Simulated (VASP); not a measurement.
A run of VASP 6.6.1:

Contents of INCAR:

```
SYSTEM = Hg4Pt
ALGO = Fast ; EDIFF = 1E-7
EDIFFG = -0.005 ; ENCUT = 600
GGA = PS ; IBRION = 2
ISIF = 3 ; ISMEAR = 0
LASPH = .TRUE. ; LCHARG = .FALSE.
LREAL = .FALSE. ; LWAVE = .FALSE.
NELM = 100 ; NSW = 100
PREC = Accurate ; SIGMA = 0.1
```

Contents of KPOINTS:

```
k-points
0
G
  8 8 8
  0 0 0
```

The input POSCAR:

```
Hg4Pt
1.0
   -3.1000500000      3.1000500000      3.1000500000
    3.1000500000     -3.1000500000      3.1000500000
    3.1000500000      3.1000500000     -3.1000500000
Hg Pt
4 1
Direct
    0.5000000000      0.5000000000      0.5000000000
    0.5000000000      0.0000000000      0.0000000000
    0.0000000000      0.0000000000      0.5000000000
    0.0000000000      0.5000000000      0.0000000000
    0.0000000000      0.0000000000      0.0000000000
```

Potentials or basis: VASP PAW PBE potentials, release 64 (Hg, Pt).

Run with:

```console
$ cat potpaw_PBE.64/Hg/POTCAR potpaw_PBE.64/Pt/POTCAR > POTCAR
$ mpirun -np 1 vasp_std > vasp.out
```

Hardware: 1 thread of Intel(R) Xeon(R) Platinum 8259CL CPU @ 2.50GHz (Skylake/Cascade Lake) (shared host).

Estimate the wall time of this run.

Run time: 9.9 min on 1 thread of Intel(R) Xeon(R) Platinum 8259CL CPU @ 2.50GHz (Skylake/Cascade Lake) (shared host), peak memory 0.41 GiB. Counts: scf iterations 36, k points 29, ion steps 3.
